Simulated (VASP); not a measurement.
# B2O: relaxation of cell and atoms with PBEsol

The system is B2O.

```
B O
1.0
     2.87900    0.00000    0.00000
    -1.43950    2.49329    0.00000
     0.00000    0.00000    7.05200
B O
4 2
Direct
  0.00000 0.00000 0.38000
  0.00000 0.00000 0.62000
  0.66667 0.33333 0.02300
  0.33333 0.66667 0.97700
  0.66667 0.33333 0.30600
  0.33333 0.66667 0.69400
```

```yaml
Program: VASP 6.6.1
Task: relaxation of cell and atoms
Functional: PBEsol
Potentials_or_basis: VASP PAW PBE potentials, release 64 (B, O)
Cutoff: 600 eV
k_mesh: 12 × 12 × 4
Occupations: gaussian, width 0.1 eV
Spin: no spin polarisation
Dipole_correction: no
Further_INCAR_settings: ALGO = Normal; EDIFF = 1e-07; IBRION = 2; EDIFFG = -0.05; NSW = 100; ISIF = 3
```

```
Relaxed volume                        : 8.45 Å³/atom
Relaxed cell                          : a = 2.535 Å, b = 2.535 Å, c = 9.111 Å, α = 90.00°, β = 90.00°, γ = 120.00°
Space group after relaxing (to 0.1 Å) : P-3m1 (No. 164)
Energy gained by relaxing             : 309.7 meV/atom
Ionic steps                           : 30
Pressure after relaxing               : 0.1 GPa
Largest force after relaxing          : 0.048 eV/Å
Band gap on the k mesh                : zero (bands 12 and 13 overlap by 4.11 eV)
```

Forces in eV/Å, atoms in the order of the input:
```
B    0.000  0.000 -0.048
B    0.000  0.000  0.048
B    0.000  0.000 -0.039
B    0.000  0.000  0.039
O    0.000  0.000 -0.022
O    0.000  0.000  0.022
```

Stress tensor (GPa, compression positive):
```
0.06 0.00 0.00
0.00 0.06 0.00
0.00 0.00 0.16
```

Step by step:
| step | energy change (eV) | largest force (eV/Å) | pressure (GPa) | volume (Å³) |
| --- | --- | --- | --- | --- |
| 1 | 0.0000 | 0.1543 | -22.94 | 50.62 |
| 2 | -0.8314 | 1.1984 | 10.22 | 42.20 |
| 3 | -0.8452 | 1.0248 | 5.42 | 43.00 |
| 4 | -1.0634 | 0.5594 | 2.36 | 43.13 |
| 5 | -1.1446 | 0.7959 | -1.27 | 43.20 |
| 6 | -1.1801 | 0.7933 | 1.83 | 42.83 |
| 7 | -1.1838 | 0.7006 | 1.08 | 42.91 |
| 8 | -1.2375 | 0.7578 | 3.10 | 42.91 |
| 9 | -1.3349 | 0.8853 | 7.95 | 42.88 |
| 10 | -1.3675 | 1.2109 | 18.99 | 42.71 |
| 11 | -1.3941 | 1.1143 | 14.62 | 42.78 |
| 12 | -1.4076 | 1.0460 | 14.75 | 42.87 |
| 13 | -1.4433 | 0.8342 | 15.21 | 43.14 |
| 14 | -1.4801 | 0.8058 | 16.41 | 43.66 |
| 15 | -1.5191 | 0.7304 | 14.67 | 43.99 |
| 16 | -1.6143 | 0.7324 | 9.72 | 44.99 |
| 17 | -1.7140 | 0.9209 | 0.94 | 47.01 |
| 18 | -1.7226 | 0.9948 | -2.05 | 47.80 |
| 19 | -1.7474 | 0.8511 | -1.53 | 47.91 |
| 20 | -1.7911 | 0.4179 | 0.27 | 48.23 |
| 21 | -1.7954 | 0.5368 | 1.10 | 48.37 |
| 22 | -1.8103 | 0.3092 | 1.56 | 48.58 |
| 23 | -1.8238 | 0.5767 | 2.63 | 49.07 |
| 24 | -1.8337 | 0.5085 | 2.12 | 49.38 |
| 25 | -1.8529 | 0.2947 | 0.69 | 50.33 |
| 26 | -1.8248 | 0.2675 | -1.79 | 52.25 |
| 27 | -1.8554 | 0.2429 | 0.10 | 50.76 |
| 28 | -1.8576 | 0.1021 | 0.10 | 50.73 |
| 29 | -1.8579 | 0.0822 | 0.10 | 50.71 |
| 30 | -1.8583 | 0.0482 | 0.09 | 50.72 |

Final structure:
```xyz
6
Lattice="2.5355 0.0000 0.0000 -1.2677 2.1958 0.0000 0.0000 0.0000 9.1110" Properties=species:S:1:pos:R:3 pbc="T T T"
B     0.0000    0.0000    3.6867
B     0.0000    0.0000    5.4243
B     1.2677    0.7319    0.2970
B     0.0000    1.4639    8.8141
O     1.2677    0.7319    3.1390
O     0.0000    1.4639    5.9720
```

Levels at points of the mesh, in eV from the Fermi level:
```csv
k point,band 10,band 11,band 12,band 13,band 14,band 15
"(0.00, 0.00, 0.00)",-4.53,-2.70,3.38,3.72,3.94,4.92
"(0.50, 0.00, 0.00)",-6.99,-3.88,-0.11,0.66,1.42,2.98
"(0.00, 0.00, 0.50)",-5.32,-2.03,2.85,3.72,3.72,4.56
"(0.50, 0.00, 0.50)",-7.05,-3.83,-0.11,0.48,1.91,2.53
```

Wall time 13 min on 1 thread of AMD EPYC 9R45 96-Core Processor (Zen 5), on a shared host, peak memory 0.18 GiB.

Caveat: a cell axis changed by over 15 % at a fixed basis, so the end point is rough; the PAW data sets were made with another functional, which shifts forces and pressure a little; the relaxation stopped at a loose force limit of 0.05 eV/Å, so its end isn't a converged minimum.
